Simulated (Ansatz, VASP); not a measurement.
**Two plane-wave programs on Al8O**

```
Al O
1.0
    -1.40179    2.42796   -4.67509
    -1.40179    2.42796    4.67509
     5.60714    0.00000    0.00000
Al O
8 1
Direct
  0.79167 0.54167 0.33333
  0.29167 0.04167 0.33333
  0.79167 0.54167 0.83333
  0.29167 0.04167 0.83333
  0.20833 0.45833 0.16667
  0.70833 0.95833 0.16667
  0.20833 0.45833 0.66667
  0.70833 0.95833 0.66667
  0.70830 0.29163 0.99993
```

Alike in both runs: task single point; functional PBE; dispersion D3(BJ); k mesh 8 × 8 × 8; occupations gaussian, width 0.15 eV; no spin polarisation.

|  | VASP | Ansatz |
| --- | --- | --- |
| version | VASP 6.6.1 | Ansatz 0.2.0 |
| potentials or method | VASP PAW PBE potentials, release 64 (Al, O), cutoff 520 eV | scalar-relativistic, plane waves, PAW |
| valence electrons in the cell | 30 | 30 |

|  | VASP | Ansatz | Ansatz less VASP |
| --- | --- | --- | --- |
| gap on the k mesh at the Fermi level (eV) | none | none | - |
| pressure (GPa) | 8.4 | 8.4 | +0.01 |
| traceless stress, the component that is largest in VASP (GPa) | -2.52 | -2.49 | +0.035 |
| rms of the force components (eV/Å) | 0.881 | 0.878 | -0.0032 |

Atom by atom the forces differ by 0.008 eV/Å (rms over components). A gap of «none» marks a metal or a gap that the smearing closes.
